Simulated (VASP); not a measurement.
# AlNi3 (P4/mmm) in VASP: single point with PBE

Aim: the single point of AlNi3 with PBE.

Everything below comes from runs of VASP 6.6.1. Logs are shortened: lines on timing, memory, paths and dates and some standing lists are left out, and cuts for length are marked.

**1. The cell of the first run**

The structure is tetragonal, space group P4/mmm (No. 123). Conventional cell: a = 3.523 Å, b = 3.523 Å, c = 3.594 Å, α = 90.00°, β = 90.00°, γ = 90.00°. Al (site symmetry 4/mmm) has 12 Ni at 2.49 to 2.52 Å within 3.3 Å. Ni (site symmetry mmm) has 8 Ni at 2.49 to 2.52 Å and 4 Al at 2.52 Å within 3.3 Å. Ni (site symmetry 4/mmm) has 4 Al at 2.49 Å and 8 Ni at 2.52 Å within 3.3 Å.

**2. Single point, PBE, collinear spin, ferromagnetic start**

File INCAR:

```
SYSTEM = AlNi3
PREC = Accurate
ENCUT = 520
EDIFF = 1E-6
ISMEAR = -1
SIGMA = 0.1
LREAL = .FALSE.
LASPH = .TRUE.
NELM = 150
ALGO = Normal
ISIF = 2
LWAVE = .FALSE.
LCHARG = .TRUE.
ISPIN = 2
MAGMOM = 0 1.5 1.5 1.5
LORBIT = 11
LMAXMIX = 4
GGA = PE
LELF = .TRUE.
LVHAR = .TRUE.
NBANDS = 28
```

File KPOINTS:

```
Automatic mesh
0
G
  10 10 10
  0 0 0
```

File POSCAR:

```
AlNi3
1.0
    3.5230550000      0.0000000000      0.0000000000
    0.0000000000      3.5230550000      0.0000000000
    0.0000000000      0.0000000000      3.5935161000
Al Ni
1 3
Direct
    0.0000000000      0.0000000000      0.0000000000
    0.0000000000      0.5000000000      0.5000000000
    0.5000000000      0.0000000000      0.5000000000
    0.5000000000      0.5000000000      0.0000000000
```

Potentials or basis: VASP PAW PBE potentials, release 64 (Al, Ni).

Launch:

```bash
$ cat potpaw_PBE.64/Al/POTCAR potpaw_PBE.64/Ni/POTCAR > POTCAR
$ mpirun -np 1 vasp_std > vasp.out
```

OUTCAR:

```text
SYSTEM = AlNi3
   PREC = Accurate
   ENCUT = 520
   EDIFF = 1E-6
   ISMEAR = -1
   LREAL = .FALSE.
   LASPH = .TRUE.
   NELM = 150
   ISIF = 2
   ISPIN = 2
   LORBIT = 11
   GGA = PE

 ion  position               nearest neighbor table
   1  0.000  0.000  0.000-   4 2.49   4 2.49   4 2.49   4 2.49   3 2.52   2 2.52   3 2.52   2 2.52
                             3 2.52   2 2.52   3 2.52   2 2.52
   2  0.000  0.500  0.500-   3 2.49   3 2.49   3 2.49   3 2.49   4 2.52   1 2.52   1 2.52   1 2.52
                             4 2.52   4 2.52   4 2.52   1 2.52
   3  0.500  0.000  0.500-   2 2.49   2 2.49   2 2.49   2 2.49   4 2.52   1 2.52   4 2.52   4 2.52
                             1 2.52   4 2.52   1 2.52   1 2.52
   4  0.500  0.500  0.000-   1 2.49   1 2.49   1 2.49   1 2.49   3 2.52   2 2.52   3 2.52   3 2.52
                             3 2.52   2 2.52   2 2.52   2 2.52

  LATTYP: Found a simple tetragonal cell.
 ALAT       =     3.5230550000
 C/A-ratio  =     1.0200000000

  Lattice vectors:

 A1 = (   3.5230550000,   0.0000000000,   0.0000000000)
 A2 = (   0.0000000000,   3.5230550000,   0.0000000000)
 A3 = (   0.0000000000,   0.0000000000,   3.5935161000)

Analysis of symmetry for initial positions (statically):
=====================================================================
 Subroutine PRICEL returns:
 Original cell was already a primitive cell.

 Routine SETGRP: Setting up the symmetry group for a
 simple tetragonal supercell.

 Subroutine GETGRP returns: Found 16 space group operations
 (whereof 16 operations were pure point group operations)
 out of a pool of 16 trial point group operations.

The static configuration has the point symmetry D_4h.

Analysis of symmetry for dynamics (positions and initial velocities):
=====================================================================
 Subroutine PRICEL returns:
 Original cell was already a primitive cell.

 Routine SETGRP: Setting up the symmetry group for a
 simple tetragonal supercell.

 Subroutine GETGRP returns: Found 16 space group operations
 (whereof 16 operations were pure point group operations)
 out of a pool of 16 trial point group operations.

The dynamic configuration has the point symmetry D_4h.

Analysis of structural, dynamic, and magnetic symmetry:
=====================================================================
 Subroutine PRICEL returns:
 Original cell was already a primitive cell.

 Routine SETGRP: Setting up the symmetry group for a
 simple tetragonal supercell.

 Subroutine GETGRP returns: Found 16 space group operations
 (whereof 16 operations were pure point group operations)
 out of a pool of 16 trial point group operations.

The overall configuration has the point symmetry D_4h.

 Subroutine INISYM returns: Found 16 space group operations
[... 132 lines left out ...]
 spin polarized calculation
  energy-cutoff  :      520.00
  volume of cell :       44.60
 maximum number of plane-waves:      1221
 NGX is ok and might be reduce to    28
   NGX = 13   NGY = 13   NGZ = 13

 number of electron      32.9999991 magnetization       0.1174119

 Free energy of the ion-electron system (eV)
  ---------------------------------------------------
  ext. energy  EPLUGINS =         0.00000000
  ---------------------------------------------------
  free energy    TOTEN  =       -21.94763589 eV

  energy without entropy =      -21.80562417  energy(sigma->0) =      -21.87663003

 E-fermi :   9.6512     XC(G=0): -12.7468

 val. band max:        9.6512169128   @ k =   0.1000   0.1000   0.4000
 cond. band min:       9.6536649933   @ k =   0.5000   0.1000   0.0000
 fundamental gap:      0.0024480805
 Fermi energy:         9.6512223341

 spin component 1

 k-point     1 :       0.0000    0.0000    0.0000
  band No.  band energies     occupation
      1      -0.3844      1.00000
      2       5.3343      1.00000
      3       6.0183      1.00000
      4       6.0519      1.00000
      5       6.4459      1.00000
      6       6.4459      1.00000
[... 733 lines left out ...]
     27      22.6136      0.00000
     28      23.1994      0.00000

 [... further k-points ...]

 spin component 2

 k-point     1 :       0.0000    0.0000    0.0000
  band No.  band energies     occupation
      1      -0.3887      1.00000
      2       5.3481      1.00000
      3       6.0441      1.00000
      4       6.0771      1.00000
      5       6.4918      1.00000
      6       6.4918      1.00000
[... 733 lines left out ...]
     27      22.6145      0.00000
     28      23.2018      0.00000

 [... further k-points ...]

------------------------ aborting loop because EDIFF is reached ----------------------------------------

  FORCE on cell =-STRESS in cart. coord.  units (eV):
  Direction    XX          YY          ZZ          XY          YZ          ZX
  --------------------------------------------------------------------------------------
  -------------------------------------------------------------------------------------
  Total        1.0886898      1.0886898      0.5705670      0.0000000     -0.0000000      0.0000000
  in kB       39.1071619     39.1071619     20.4955125      0.0000000     -0.0000000      0.0000000
  external PRESSURE =      32.9032788 kB  Pullay stress =       0.0000000 kB

 VOLUME and BASIS-vectors are now :
 -----------------------------------------------------------------------------
  energy-cutoff  :      520.00
  volume of cell :       44.60
      direct lattice vectors                 reciprocal lattice vectors
     3.523055000  0.000000000  0.000000000     0.283844561  0.000000000  0.000000000
     0.000000000  3.523055000  0.000000000     0.000000000  0.283844561  0.000000000
     0.000000000  0.000000000  3.593516100     0.000000000  0.000000000  0.278278981

 POSITION                                       TOTAL-FORCE (eV/Angst)
 -----------------------------------------------------------------------------------
      0.00000      0.00000      0.00000         0.000000      0.000000      0.000000
      0.00000      1.76153      1.79676         0.000000      0.000000      0.000000
      1.76153      0.00000      1.79676         0.000000      0.000000      0.000000
      1.76153      1.76153      0.00000         0.000000      0.000000      0.000000
 -----------------------------------------------------------------------------------
    total drift:                                0.000000      0.000000      0.000000

  FREE ENERGIE OF THE ION-ELECTRON SYSTEM (eV)
  ---------------------------------------------------
  free  energy   TOTEN  =       -21.9476358856 eV

  energy  without entropy=      -21.8056241701  energy(sigma->0) =      -21.87663003

 total charge

# of ion       s       p       d       tot
------------------------------------------
    1        0.409   0.398   0.000   0.807
    2        0.498   0.526   8.385   9.409
    3        0.498   0.526   8.385   9.409
    4        0.498   0.527   8.392   9.416
--------------------------------------------------
tot          1.903   1.976  25.162  29.041

 magnetization (x)

# of ion       s       p       d       tot
------------------------------------------
    1       -0.000  -0.001   0.000  -0.001
    2       -0.000  -0.001   0.044   0.042
    3       -0.000  -0.001   0.044   0.042
    4       -0.000  -0.001   0.043   0.041
--------------------------------------------------
tot         -0.002  -0.006   0.131   0.124
```

stdout:

```text
POSCAR found type information on POSCAR AlNi
 POSCAR found :  2 types and       4 ions
 scaLAPACK will be used
 LDA part: xc-table for (Slater+PW92), standard interpolation
 POSCAR, INCAR and KPOINTS ok, starting setup
 FFT: planning ... GRIDC
 FFT: planning ... GRID_SOFT
 FFT: planning ... GRID
 WAVECAR not read
 entering main loop
```

Wall time 12 min (1 thread of Intel Xeon 8259CL, shared host); peak memory 0.34 GiB.

Results:

```
Free energy                                           : -21.9476 eV
Pressure                                              : 3.3 GPa
Net moment                                            : 0.12 μB per cell
Site moments                                          : Al -0.00; Ni +0.04 μB
Valence electrons inside the program's atomic spheres : Al 0.81; Ni 9.41, 9.42 (each value once)
```

Stress tensor (GPa, compression positive):
```
3.91 0.00 0.00
0.00 3.91 0.00
0.00 0.00 2.05
```

Caveat: the cell stands under pressure.
